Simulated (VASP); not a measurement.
# Si3N4 (P6_3/m) in VASP: a series of runs

Si3N4 is run at these levels: PBE; tasks: single point, relaxation of the atoms.

Everything below comes from runs of VASP 6.6.1. Logs are shortened: lines on timing, memory, paths and dates and some standing lists are left out, and cuts for length are marked.

### 1 The cell of the first run

It takes space group P6_3/m (No. 176, hexagonal). Conventional cell: a = 7.627 Å, b = 7.627 Å, c = 2.918 Å, α = 90.00°, β = 90.00°, γ = 120.00°. Within 2.3 Å of Si (site symmetry m) lie 4 N at 1.74 Å. N (site symmetry -6) has 3 Si at 1.74 Å within 2.3 Å. Within 2.3 Å of N (site symmetry m) lie 3 Si at 1.74 Å.

### 2 Single point, PBE

Contents of INCAR:

```
SYSTEM = Si3N4
PREC = Accurate
ENCUT = 520
EDIFF = 1E-6
ISMEAR = -1
SIGMA = 0.02
LREAL = .FALSE.
LASPH = .TRUE.
NELM = 80
ALGO = Normal
ISIF = 2
LWAVE = .FALSE.
LCHARG = .FALSE.
GGA = PE
NBANDS = 45
```

Contents of KPOINTS:

```
Automatic mesh
0
G
  4 4 9
  0 0 0
```

Contents of POSCAR:

```
Si3N4
1.0
    7.6272000000      0.0000000000      0.0000000000
   -3.8136000000      6.6053489597      0.0000000000
    0.0000000000      0.0000000000      2.9182000000
Si N
6 8
Direct
    0.1742805507      0.7681923184      0.2500000000
    0.4060882323      0.1742805507      0.7500000000
    0.2318076816      0.4060882323      0.2500000000
    0.8257194493      0.2318076816      0.7500000000
    0.5939117677      0.8257194493      0.2500000000
    0.7681923184      0.5939117677      0.7500000000
    0.3333333333      0.6666666667      0.2500000000
    0.6666666667      0.3333333333      0.7500000000
    0.3297421632      0.0301949436      0.2500000000
    0.2995472196      0.3297421632      0.7500000000
    0.9698050564      0.2995472196      0.2500000000
    0.6702578368      0.9698050564      0.7500000000
    0.7004527804      0.6702578368      0.2500000000
    0.0301949436      0.7004527804      0.7500000000
```

Potentials or basis: VASP PAW PBE potentials, release 64 (Si, N).

Launch:

```bash
$ cat potpaw_PBE.64/Si/POTCAR potpaw_PBE.64/N/POTCAR > POTCAR
$ mpirun -np 1 vasp_std > vasp.out
```

OUTCAR:

```text
SYSTEM = Si3N4
   PREC = Accurate
   ENCUT = 520
   EDIFF = 1E-6
   ISMEAR = -1
   LREAL = .FALSE.
   LASPH = .TRUE.
   NELM = 80
   ISIF = 2
   GGA = PE

 ion  position               nearest neighbor table
   1  0.174  0.768  0.250-   7 1.74   9 1.74  14 1.74  14 1.74   3 3.01   5 3.01   2 3.06   2 3.06
                             6 3.06   6 3.06
   2  0.406  0.174  0.750-   8 1.74  10 1.74   9 1.74   9 1.74   6 3.01   4 3.01   1 3.06   1 3.06
                             3 3.06   3 3.06
   3  0.232  0.406  0.250-   7 1.74  11 1.74  10 1.74  10 1.74   5 3.01   1 3.01   2 3.06   2 3.06
                             4 3.06   4 3.06
   4  0.826  0.232  0.750-   8 1.74  12 1.74  11 1.74  11 1.74   6 3.01   2 3.01   5 3.06   5 3.06
                             3 3.06   3 3.06
   5  0.594  0.826  0.250-   7 1.74  13 1.74  12 1.74  12 1.74   3 3.01   1 3.01   4 3.06   4 3.06
                             6 3.06   6 3.06
   6  0.768  0.594  0.750-   8 1.74  14 1.74  13 1.74  13 1.74   2 3.01   4 3.01   5 3.06   5 3.06
                             1 3.06   1 3.06
   7  0.333  0.667  0.250-   1 1.74   5 1.74   3 1.74
   8  0.667  0.333  0.750-   4 1.74   2 1.74   6 1.74
   9  0.330  0.030  0.250-   1 1.74   2 1.74   2 1.74
  10  0.300  0.330  0.750-   2 1.74   3 1.74   3 1.74
  11  0.970  0.300  0.250-   3 1.74   4 1.74   4 1.74
  12  0.670  0.970  0.750-   4 1.74   5 1.74   5 1.74
  13  0.700  0.670  0.250-   5 1.74   6 1.74   6 1.74
  14  0.030  0.700  0.750-   6 1.74   1 1.74   1 1.74

  LATTYP: Found a hexagonal cell.
 ALAT       =     7.6272000000
 C/A-ratio  =     0.3826043633

  Lattice vectors:

 A1 = (   7.6272000000,   0.0000000000,   0.0000000000)
 A2 = (  -3.8136000000,   6.6053489597,   0.0000000000)
 A3 = (   0.0000000000,   0.0000000000,   2.9182000000)

Analysis of symmetry for initial positions (statically):
=====================================================================
 Subroutine PRICEL returns:
 Original cell was already a primitive cell.

 Routine SETGRP: Setting up the symmetry group for a
 hexagonal supercell.

 Subroutine GETGRP returns: Found 12 space group operations
 (whereof  6 operations were pure point group operations)
 out of a pool of 24 trial point group operations.

The static configuration has the point symmetry S_6 .
 The point group associated with its full space group is C_6h.

Analysis of symmetry for dynamics (positions and initial velocities):
=====================================================================
 Subroutine PRICEL returns:
 Original cell was already a primitive cell.

 Routine SETGRP: Setting up the symmetry group for a
 hexagonal supercell.

 Subroutine GETGRP returns: Found 12 space group operations
 (whereof  6 operations were pure point group operations)
 out of a pool of 24 trial point group operations.

The dynamic configuration has the point symmetry S_6 .
 The point group associated with its full space group is C_6h.

 Subroutine INISYM returns: Found 12 space group operations
 (whereof  6 operations are pure point group operations),
 and found     1 'primitive' translations

----------------------------------------------------------------------------------------

                                     Primitive cell

  volume of cell :     147.0198

  direct lattice vectors                    reciprocal lattice vectors
     7.627200000  0.000000000  0.000000000     0.131109713  0.075696228  0.000000000
    -3.813600000  6.605348960  0.000000000     0.000000000  0.151392456  0.000000000
     0.000000000  0.000000000  2.918200000     0.000000000  0.000000000  0.342676993

  length of vectors
     7.627200000  7.627200000  2.918200000     0.151392456  0.151392456  0.342676993

  position of ions in fractional coordinates (direct lattice)
     0.174280551  0.768192318  0.250000000
     0.406088232  0.174280551  0.750000000
     0.231807682  0.406088232  0.250000000
     0.825719449  0.231807682  0.750000000
     0.593911768  0.825719449  0.250000000
     0.768192318  0.593911768  0.750000000
     0.333333333  0.666666667  0.250000000
     0.666666667  0.333333333  0.750000000
     0.329742163  0.030194944  0.250000000
     0.299547220  0.329742163  0.750000000
     0.969805056  0.299547220  0.250000000
[... 32 lines left out ...]
     0.032777428  0.018924057  0.000000000     0.250000000 -0.000000000  0.000000000
     0.000000000  0.037848114  0.000000000     0.000000000  0.250000000  0.000000000
     0.000000000  0.000000000  0.038075221     0.000000000  0.000000000  0.111111111

  Length of vectors
     0.037848114  0.037848114  0.038075221

  Shift w.r.t. Gamma in fractional coordinates (k-lattice)
     0.000000000  0.000000000  0.000000000

 Subroutine IBZKPT returns following result:
 ===========================================

 Found     20 irreducible k-points:

 Following reciprocal coordinates:
            Coordinates               Weight
  0.000000  0.000000  0.000000      1.000000
  0.250000  0.000000  0.000000      6.000000
  0.500000  0.000000  0.000000      3.000000
  0.250000  0.250000  0.000000      6.000000
  0.000000  0.000000  0.111111      2.000000
  0.250000  0.000000  0.111111     12.000000
[... 12 lines left out ...]
  0.500000  0.000000  0.444444      6.000000
  0.250000  0.250000  0.444444     12.000000
   k-points           NKPTS =     20   k-points in BZ     NKDIM =     20   number of bands    NBANDS=     45
   number of dos      NEDOS =    301   number of ions     NIONS =     14
   total plane-waves  NPLWV =  86400
   dimension x,y,z NGX =    60 NGY =   60 NGZ =   24
   dimension x,y,z NGXF=   120 NGYF=  120 NGZF=   48
   ions per type =               6   8
   NGX,Y,Z   is equivalent  to a cutoff of  13.08, 13.08, 13.67 a.u.
   NGXF,Y,Z  is equivalent  to a cutoff of  26.16, 26.16, 27.34 a.u.
 SYSTEM =  Si3N4
   PREC   = accura    normal or accurate (medium, high low for compatibility)
   ISTART =      0    job   : 0-new  1-cont  2-samecut
   ICHARG =      2    charge: 1-file 2-atom 10-const
   ISPIN  =      1    spin polarized calculation?
   LNONCOLLINEAR =      F non collinear calculations
   LSORBIT =      F    spin-orbit coupling
   LASPH  =      T    aspherical Exc in radial PAW
   ENCUT  =  520.0 eV  38.22 Ry    6.18 a.u.  14.18 14.18  5.43*2*pi/ulx,y,z
   NELM   =     80;   NELMIN=  2; NELMDL= -5     # of ELM steps
   EDIFF  = 0.1E-05   stopping-criterion for ELM
   LREAL  =      F    real-space projection
   EDIFFG = 0.1E-04   stopping-criterion for IOM
   NSW    =      0    number of steps for IOM
   IBRION =     -1    ionic relax: 0-MD 1-quasi-New 2-CG
   NFREE  =      0    steps in history (QN), initial steepest desc. (CG)
   ISIF   =      2    stress and relaxation
   ISYM   =      2    0-nonsym 1-usesym 2-fastsym
   POTIM  = 0.5000    time-step for ionic-motion
   TEBEG  =    0.0;   TEEND  =   0.0 temperature during run
   PSTRESS=    0.0 pullay stress
   NELECT =      64.0000    total number of electrons
   NUPDOWN=      -1.0000    fix difference up-down
   EMIN   =  10.00;   EMAX   =-10.00  energy-range for DOS
   EFERMI =   0.00;   METHOD = LEGACY
   ISMEAR =    -1;   SIGMA  =   0.02  broadening in eV -4-tet -1-fermi 0-gaus
   EFERMI_NEDOS =   21; number of points for ismear=-14 and -15
   IALGO  =     38    algorithm
   IMIX   =      4    mixing-type and parameters
     AMIX     =   0.40;   BMIX     =  1.00
     AMIX_MAG =   1.60;   BMIX_MAG =  1.00
  volume/ion in A,a.u.               =      10.50        70.87
  Fermi-wavevector in a.u.,A,eV,Ry     =   1.240727  2.344634 20.944850  1.539403
  Thomas-Fermi vector in A             =   2.375155
   LORBIT       =      0    0 simple, 1 ext, 2 COOP (PROOUT), +10 PAW based schemes
   GGA     = PE    functional components
   LHFCALC =     F    Hartree Fock is set to
   AEXX    =    0.0000 exact exchange contribution
   IVDW    =     0    specifies the selected vdW correction
   LEPSILON=     F    determine dielectric tensor
   LRPA    =     F    only Hartree local field effects (RPA)
 non-spin polarized calculation
  energy-cutoff  :      520.00
  volume of cell :      147.02
 maximum number of plane-waves:      3988
 NGX is ok and might be reduce to    60
   NGX = 29   NGY = 29   NGZ = 11

 number of electron      63.9999993 magnetization

 Free energy of the ion-electron system (eV)
  ---------------------------------------------------
  ext. energy  EPLUGINS =         0.00000000
  ---------------------------------------------------
  free energy    TOTEN  =      -114.52928690 eV

  energy without entropy =     -114.52928690  energy(sigma->0) =     -114.52928690

 E-fermi :   7.0894     XC(G=0): -10.7642

 val. band max:        6.6444045759   @ k =   0.0000   0.0000   0.2222
 cond. band min:      10.9344507991   @ k =   0.0000   0.0000   0.0000
 fundamental gap:      4.2900462233
 Fermi energy:         7.0893776485

 k-point     1 :       0.0000    0.0000    0.0000
  band No.  band energies     occupation
      1     -11.4863      2.00000
      2     -10.0404      2.00000
      3     -10.0404      2.00000
      4      -9.4069      2.00000
      5      -9.2689      2.00000
      6      -9.2689      2.00000
[... 929 lines left out ...]
     43      14.2707      0.00000
     44      14.3960      0.00000
 [bands above 44 left out]

------------------------ aborting loop because EDIFF is reached ----------------------------------------

  FORCE on cell =-STRESS in cart. coord.  units (eV):
  Direction    XX          YY          ZZ          XY          YZ          ZX
  --------------------------------------------------------------------------------------
  -------------------------------------------------------------------------------------
  Total        2.6520980      2.6520980      1.9867164      0.0000001      0.0000000      0.0000000
  in kB       28.9017541     28.9017541     21.6506279      0.0000005      0.0000000      0.0000000
  external PRESSURE =      26.4847121 kB  Pullay stress =       0.0000000 kB

 VOLUME and BASIS-vectors are now :
 -----------------------------------------------------------------------------
  energy-cutoff  :      520.00
  volume of cell :      147.02
      direct lattice vectors                 reciprocal lattice vectors
     7.627200000  0.000000000  0.000000000     0.131109713  0.075696228  0.000000000
    -3.813600000  6.605348960  0.000000000     0.000000000  0.151392456  0.000000000
     0.000000000  0.000000000  2.918200000     0.000000000  0.000000000  0.342676993

 POSITION                                       TOTAL-FORCE (eV/Angst)
 -----------------------------------------------------------------------------------
     -1.60031      5.07418      0.72955        -0.012665     -0.001099      0.000000
      2.43268      1.15118      2.18865        -0.005381     -0.011518     -0.000000
      0.21939      2.68235      0.72955         0.007284     -0.010419      0.000000
      5.41391      1.53117      2.18865         0.012665      0.001099     -0.000000
      1.38092      5.45417      0.72955         0.005381      0.011518     -0.000000
      3.59421      3.92299      2.18865        -0.007284      0.010419     -0.000000
     -0.00000      4.40357      0.72955         0.000000      0.000000      0.000000
      3.81360      2.20178      2.18865        -0.000000      0.000000     -0.000000
      2.39986      0.19945      0.72955         0.006750      0.012969      0.000000
      1.02720      2.17806      2.18865        -0.007857      0.012330      0.000000
      6.25454      1.97861      0.72955        -0.014607     -0.000639     -0.000000
      1.41374      6.40590      2.18865        -0.006750     -0.012969      0.000000
      2.78640      4.42729      0.72955         0.007857     -0.012330     -0.000000
     -2.44094      4.62674      2.18865         0.014607      0.000639      0.000000
 -----------------------------------------------------------------------------------
    total drift:                               -0.000000      0.000000     -0.000000

  FREE ENERGIE OF THE ION-ELECTRON SYSTEM (eV)
  ---------------------------------------------------
  free  energy   TOTEN  =      -114.5292868969 eV

  energy  without entropy=     -114.5292868969  energy(sigma->0) =     -114.52928690
```

Wall time 2.2 min (1 thread of Intel Xeon Platinum 8259CL at 2.50GHz (Skylake/Cascade Lake), shared host); peak memory 0.3 GiB.

What came out:

| Property | Result |
| --- | --- |
| Free energy | -114.5293 eV |
| Pressure | 2.6 GPa |
| Largest force | 0.015 eV/Å |
| Band gap on the k mesh | 4.29 eV (least direct gap 4.48 eV) |

Forces on the atoms (eV/Å):
```
Si  -0.013 -0.001  0.000
Si  -0.005 -0.012  0.000
Si   0.007 -0.010  0.000
Si   0.013  0.001  0.000
Si   0.005  0.012  0.000
Si  -0.007  0.010  0.000
N    0.000  0.000  0.000
N    0.000  0.000  0.000
N    0.007  0.013  0.000
N   -0.008  0.012  0.000
N   -0.015 -0.001  0.000
N   -0.007 -0.013  0.000
N    0.008 -0.012  0.000
N    0.015  0.001  0.000
```

### 3 Relaxation of the atoms, PBE

Contents of INCAR:

```
PREC = Accurate
ENCUT = 520
EDIFF = 1E-6
ISMEAR = -1
SIGMA = 0.02
LREAL = False
LASPH = True
NELM = 60
ALGO = Normal
ISIF = 2
LWAVE = False
LCHARG = False
GGA = PE
IBRION = 2
NSW = 80
EDIFFG = -0.02
```

Contents of KPOINTS:

```
regular mesh
0
Gamma
  4 4 9
```

Contents of POSCAR:

```
Si3N4
1.0
    7.6272000000      0.0000000000      0.0000000000
   -3.8136000000      6.6053489597      0.0000000000
    0.0000000000      0.0000000000      2.9182000000
Si N
6 8
Direct
    0.1842000000      0.7704000000      0.2500000000
    0.4138000000      0.1842000000      0.7500000000
    0.2296000000      0.4138000000      0.2500000000
    0.8158000000      0.2296000000      0.7500000000
    0.5862000000      0.8158000000      0.2500000000
    0.7704000000      0.5862000000      0.7500000000
    0.3333333333      0.6666666667      0.2500000000
    0.6666666667      0.3333333333      0.7500000000
    0.3399000000      0.0357000000      0.2500000000
    0.3042000000      0.3399000000      0.7500000000
    0.9643000000      0.3042000000      0.2500000000
    0.6601000000      0.9643000000      0.7500000000
    0.6958000000      0.6601000000      0.2500000000
    0.0357000000      0.6958000000      0.7500000000
```

Potentials or basis: VASP PAW PBE potentials, release 64 (Si, N).

Launch:

```bash
$ cat potpaw_PBE.64/Si/POTCAR potpaw_PBE.64/N/POTCAR > POTCAR
$ mpirun -np 1 vasp_std > vasp.out
```

Wall time 23 min (1 thread of Oxide Virtual Turin-like, shared host); peak memory 0.29 GiB.

The run converged. Its results:

| Quantity | Value |
| --- | --- |
| Free energy | -114.5292 eV |
| Energy gained by relaxing | 31.9 meV/atom |
| Ionic steps | 13 |
| Pressure after relaxing | 2.7 GPa |
| Largest force after relaxing | 0.020 eV/Å |
| Band gap on the k mesh | 4.29 eV (least direct gap 4.47 eV) |

Forces in eV/Å, atoms in the order of the input:
```
Si  -0.001 -0.009  0.000
Si   0.007 -0.006  0.000
Si   0.009  0.003  0.000
Si   0.001  0.009  0.000
Si  -0.007  0.006  0.000
Si  -0.009 -0.003  0.000
N    0.000  0.000  0.000
N    0.000  0.000  0.000
N    0.014  0.014  0.000
N   -0.005  0.019  0.000
N   -0.019  0.005  0.000
N   -0.014 -0.014  0.000
N    0.005 -0.019  0.000
N    0.019 -0.005  0.000
```

Stress tensor (GPa, compression positive):
```
2.89 0.00 0.00
0.00 2.89 0.00
0.00 0.00 2.21
```

Step by step:
```tsv
step	energy change (eV)	largest force (eV/Å)	pressure (GPa)
1	0.0000	2.2489	4.15
2	0.2058	2.8413	3.34
3	-0.3098	0.7568	3.16
4	-0.4061	0.3405	3.06
5	-0.4139	0.4533	3.06
6	-0.4255	0.3825	2.99
7	-0.4400	0.0717	2.99
8	-0.4418	0.0612	2.94
9	-0.4455	0.0722	2.80
10	-0.4437	0.1886	2.51
11	-0.4462	0.1100	2.70
12	-0.4471	0.0205	2.66
13	-0.4471	0.0199	2.66
```

Final structure:
```yaml
crystal:
  lattice:
    - [7.62720, 0.00000, 0.00000]
    - [-3.81360, 6.60535, 0.00000]
    - [0.00000, 0.00000, 2.91820]
  atoms:
    - { symbol: Si, position: [0.17431, 0.76830, 0.25000] }
    - { symbol: Si, position: [0.40601, 0.17431, 0.75000] }
    - { symbol: Si, position: [0.23170, 0.40601, 0.25000] }
    - { symbol: Si, position: [0.82569, 0.23170, 0.75000] }
    - { symbol: Si, position: [0.59399, 0.82569, 0.25000] }
    - { symbol: Si, position: [0.76830, 0.59399, 0.75000] }
    - { symbol: N, position: [0.33333, 0.66667, 0.25000] }
    - { symbol: N, position: [0.66667, 0.33333, 0.75000] }
    - { symbol: N, position: [0.32965, 0.03025, 0.25000] }
    - { symbol: N, position: [0.29939, 0.32965, 0.75000] }
    - { symbol: N, position: [0.96975, 0.29939, 0.25000] }
    - { symbol: N, position: [0.67035, 0.96975, 0.75000] }
    - { symbol: N, position: [0.70061, 0.67035, 0.25000] }
    - { symbol: N, position: [0.03025, 0.70061, 0.75000] }
```

Levels at points of the mesh, in eV from the valence-band top:
```
           k point  band 29  band 30  band 31  band 32  band 33  band 34  band 35  band 36
(0.00, 0.00, 0.00)    -1.25    -0.44    -0.37    -0.18     4.29     4.70     4.85     4.85
(0.50, 0.00, 0.00)    -1.32    -0.75    -0.31    -0.24     4.59     4.68     4.83     5.24
```

A k mesh can miss the band edges.
